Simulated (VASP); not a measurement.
# Hf (P6_3/mmc) in VASP: single point with PBE

Aim: the single point of Hf with PBE.

All numbers are computed with VASP 6.6.1; they aren't measurements. Logs are shortened: lines on timing, memory, paths and dates and some standing lists are left out, and cuts for length are marked.

### Step 1. The cell of the first run

The structure is hexagonal, space group P6_3/mmc (No. 194). Conventional cell: a = 3.198 Å, b = 3.198 Å, c = 5.081 Å, α = 90.00°, β = 90.00°, γ = 120.00°. Within 4.1 Å of Hf (site symmetry -6m2) lie 12 Hf at 3.14 to 3.20 Å.

### Step 2. Single point, PBE

Input file INCAR:

```
SYSTEM = Hf
PREC     = Accurate       ! precision mode
ENCUT    = 500            ! plane-wave cutoff, eV
EDIFF    = 1E-6           ! SCF threshold, eV
ISMEAR   = 0              ! smearing method
SIGMA    = 0.05           ! smearing width, eV
LREAL    = .False.        ! projectors in reciprocal space
LASPH    = .True.         ! aspherical terms in the spheres
NELM     = 120            ! most SCF steps
ALGO     = Normal         ! electronic algorithm
ISIF     = 2              ! what is computed and relaxed
LWAVE    = .False.        ! write WAVECAR
LCHARG   = .False.        ! write CHGCAR
GGA      = PE             ! functional
NBANDS   = 17             ! bands
GGA_COMPAT= .False.
```

Input file KPOINTS:

```
Automatic mesh
0
Gamma
  8 8 4
  0 0 0
```

Input file POSCAR:

```
Hf
1.0
    3.1977630985      0.0000000000      0.0000000000
   -1.5988815492      2.7693440786      0.0000000000
    0.0000000000      0.0000000000      5.0810401067
Hf
2
Direct
    0.3333333333      0.6666666667      0.7500000000
    0.6666666667      0.3333333333      0.2500000000
```

Potentials or basis: VASP PAW PBE potentials, release 64 (Hf_pv).

The run is started by

```console
> cat potpaw_PBE.64/Hf_pv/POTCAR > POTCAR
> mpirun -np 1 vasp_std > vasp.out
```

OUTCAR:

```text
SYSTEM = Hf
   PREC = Accurate
   ENCUT = 500
   EDIFF = 1E-6
   ISMEAR = 0
   LREAL = .False.
   LASPH = .True.
   NELM = 120
   ISIF = 2
   GGA = PE

 ion  position               nearest neighbor table
   1  0.333  0.667  0.750-   2 3.14   2 3.14   2 3.14   2 3.14   2 3.14   2 3.14
   2  0.667  0.333  0.250-   1 3.14   1 3.14   1 3.14   1 3.14   1 3.14   1 3.14

  LATTYP: Found a hexagonal cell.
 ALAT       =     3.1977630985
 C/A-ratio  =     1.5889357498

  Lattice vectors:

 A1 = (   3.1977630985,   0.0000000000,   0.0000000000)
 A2 = (  -1.5988815492,   2.7693440786,   0.0000000000)
 A3 = (   0.0000000000,   0.0000000000,   5.0810401067)

Analysis of symmetry for initial positions (statically):
=====================================================================
 Subroutine PRICEL returns:
 Original cell was already a primitive cell.

 Routine SETGRP: Setting up the symmetry group for a
 hexagonal supercell.

 Subroutine GETGRP returns: Found 24 space group operations
 (whereof 12 operations were pure point group operations)
 out of a pool of 24 trial point group operations.

The static configuration has the point symmetry D_3d.
 The point group associated with its full space group is D_6h.

Analysis of symmetry for dynamics (positions and initial velocities):
=====================================================================
 Subroutine PRICEL returns:
 Original cell was already a primitive cell.

 Routine SETGRP: Setting up the symmetry group for a
 hexagonal supercell.

 Subroutine GETGRP returns: Found 24 space group operations
 (whereof 12 operations were pure point group operations)
 out of a pool of 24 trial point group operations.

The dynamic configuration has the point symmetry D_3d.
 The point group associated with its full space group is D_6h.

 Subroutine INISYM returns: Found 24 space group operations
 (whereof 12 operations are pure point group operations),
 and found     1 'primitive' translations

----------------------------------------------------------------------------------------

                                     Primitive cell

  volume of cell :      44.9962

  direct lattice vectors                    reciprocal lattice vectors
     3.197763098  0.000000000  0.000000000     0.312718600  0.180548168  0.000000000
    -1.598881549  2.769344079  0.000000000     0.000000000  0.361096336  0.000000000
     0.000000000  0.000000000  5.081040107     0.000000000  0.000000000  0.196810098

  length of vectors
     3.197763098  3.197763098  5.081040107     0.361096336  0.361096336  0.196810098

[... 75 lines left out ...]
   LNONCOLLINEAR =      F non collinear calculations
   LSORBIT =      F    spin-orbit coupling
   LASPH  =      T    aspherical Exc in radial PAW
   ENCUT  =  500.0 eV  36.75 Ry    6.06 a.u.   5.83  5.83  9.26*2*pi/ulx,y,z
   NELM   =    120;   NELMIN=  2; NELMDL= -5     # of ELM steps
   EDIFF  = 0.1E-05   stopping-criterion for ELM
   LREAL  =      F    real-space projection
   EDIFFG = 0.1E-04   stopping-criterion for IOM
   NSW    =      0    number of steps for IOM
   IBRION =     -1    ionic relax: 0-MD 1-quasi-New 2-CG
   NFREE  =      0    steps in history (QN), initial steepest desc. (CG)
   ISIF   =      2    stress and relaxation
   ISYM   =      2    0-nonsym 1-usesym 2-fastsym
   POTIM  = 0.5000    time-step for ionic-motion
   TEBEG  =    0.0;   TEEND  =   0.0 temperature during run
   PSTRESS=    0.0 pullay stress
   NELECT =      20.0000    total number of electrons
   NUPDOWN=      -1.0000    fix difference up-down
   EMIN   =  10.00;   EMAX   =-10.00  energy-range for DOS
   EFERMI =   0.00;   METHOD = LEGACY
   ISMEAR =     0;   SIGMA  =   0.05  broadening in eV -4-tet -1-fermi 0-gaus
   EFERMI_NEDOS =   21; number of points for ismear=-14 and -15
   IALGO  =     38    algorithm
   IMIX   =      4    mixing-type and parameters
     AMIX     =   0.40;   BMIX     =  1.00
     AMIX_MAG =   1.60;   BMIX_MAG =  1.00
  volume/ion in A,a.u.               =      22.50       151.82
  Fermi-wavevector in a.u.,A,eV,Ry     =   1.249375  2.360977 21.237857  1.560938
  Thomas-Fermi vector in A             =   2.383419
   LORBIT       =      0    0 simple, 1 ext, 2 COOP (PROOUT), +10 PAW based schemes
   GGA     = PE    functional components
   LHFCALC =     F    Hartree Fock is set to
   AEXX    =    0.0000 exact exchange contribution
   IVDW    =     0    specifies the selected vdW correction
   LEPSILON=     F    determine dielectric tensor
   LRPA    =     F    only Hartree local field effects (RPA)
 non-spin polarized calculation
 Gauss-broadening in eV      SIGMA  =   0.05
  energy-cutoff  :      500.00
  volume of cell :       45.00
 maximum number of plane-waves:      1162
 NGX is ok and might be reduce to    24
   NGX = 11   NGY = 11   NGZ = 19

 number of electron      20.0000005 magnetization

 Free energy of the ion-electron system (eV)
  ---------------------------------------------------
  ext. energy  EPLUGINS =         0.00000000
  ---------------------------------------------------
  free energy    TOTEN  =       -19.86465211 eV

  energy without entropy =      -19.86309548  energy(sigma->0) =      -19.86387379

 E-fermi :   4.9348     XC(G=0): -11.2576

 val. band max:        4.9291896664   @ k =   0.0000   0.0000   0.2500
 cond. band min:       4.9684633928   @ k =   0.3750   0.2500   0.2500
 fundamental gap:      0.0392737264
 Fermi energy:         4.9347829805

 k-point     1 :       0.0000    0.0000    0.0000
  band No.  band energies     occupation
      1     -26.1918      2.00000
      2     -25.4675      2.00000
      3     -25.4675      2.00000
      4     -25.3488      2.00000
      5     -25.3448      2.00000
      6     -25.3448      2.00000
[... 457 lines left out ...]
      4     -25.5565      2.00000
      5     -25.5195      2.00000
      6     -25.5195      2.00000
[... 9 lines left out ...]
     16      10.2682      0.00000
     17      10.3321      0.00000

 [... further k-points ...]
[... 5 lines left out ...]
  --------------------------------------------------------------------------------------
  -------------------------------------------------------------------------------------
  Total       -0.1082804     -0.1082804     -0.1428778     -0.0000000      0.0000000     -0.0000000
  in kB       -3.8555350     -3.8555350     -5.0874442     -0.0000000      0.0000000     -0.0000000
  external PRESSURE =      -4.2661714 kB  Pullay stress =       0.0000000 kB

 VOLUME and BASIS-vectors are now :
 -----------------------------------------------------------------------------
  energy-cutoff  :      500.00
  volume of cell :       45.00
      direct lattice vectors                 reciprocal lattice vectors
     3.197763098  0.000000000  0.000000000     0.312718600  0.180548168  0.000000000
    -1.598881549  2.769344079  0.000000000     0.000000000  0.361096336  0.000000000
     0.000000000  0.000000000  5.081040107     0.000000000  0.000000000  0.196810098

 POSITION                                       TOTAL-FORCE (eV/Angst)
 -----------------------------------------------------------------------------------
     -0.00000      1.84623      3.81078         0.000000     -0.000000      0.000000
      1.59888      0.92311      1.27026        -0.000000      0.000000      0.000000
 -----------------------------------------------------------------------------------
    total drift:                                0.000000     -0.000000      0.000000

  FREE ENERGIE OF THE ION-ELECTRON SYSTEM (eV)
  ---------------------------------------------------
  free  energy   TOTEN  =       -19.8646521099 eV

  energy  without entropy=      -19.8630954784  energy(sigma->0) =      -19.86387379
```

OSZICAR:

```text
N       E                     dE             d eps       ncg     rms          rms(c)
DAV:   1     0.500583989569E+02    0.50058E+02   -0.11056E+04  1020   0.108E+03
DAV:   2    -0.188097963311E+02   -0.68868E+02   -0.67361E+02  1366   0.247E+02
DAV:   3    -0.205701909467E+02   -0.17604E+01   -0.17528E+01  1295   0.266E+01
DAV:   4    -0.205842585963E+02   -0.14068E-01   -0.14062E-01  1309   0.289E+00
DAV:   5    -0.205844176941E+02   -0.15910E-03   -0.15905E-03  1301   0.265E-01    0.644E+01
DAV:   6    -0.200583103231E+02    0.52611E+00   -0.49535E-01  1196   0.453E+00    0.384E+01
DAV:   7    -0.198761607660E+02    0.18215E+00   -0.85580E-01  1226   0.570E+00    0.190E+00
DAV:   8    -0.198645192652E+02    0.11642E-01   -0.52786E-02  1139   0.150E+00    0.646E-01
DAV:   9    -0.198646727231E+02   -0.15346E-03   -0.15767E-03  1433   0.280E-01    0.168E-01
DAV:  10    -0.198646472300E+02    0.25493E-04   -0.61603E-05  1160   0.519E-02    0.128E-01
DAV:  11    -0.198646520012E+02   -0.47712E-05   -0.82003E-06  1381   0.203E-02    0.152E-02
DAV:  12    -0.198646521099E+02   -0.10871E-06   -0.82446E-07   751   0.604E-03
   1 F= -.19864652E+02 E0= -.19863874E+02  d E =-.155663E-02
```

stdout:

```text
POSCAR found type information on POSCAR Hf
 POSCAR found :  1 types and       2 ions
 scaLAPACK will be used
 LDA part: xc-table for (Slater+PW92), standard interpolation
 POSCAR, INCAR and KPOINTS ok, starting setup
 FFT: planning ... GRIDC
 FFT: planning ... GRID_SOFT
 FFT: planning ... GRID
 WAVECAR not read
 entering main loop
```

Wall time 28 s (1 thread of Intel Xeon 8259CL, shared host); peak memory 0.16 GiB.

Results:

```yaml
Free_energy: -19.8647 eV
Pressure: -0.4 GPa
Band_gap_on_the_k_mesh: zero (band 10 reaches 6.07 eV, above the bottom of band 11 at 4.62 eV)
```

Caveat: spin-orbit coupling is left out, which moves the levels of the heavy elements.
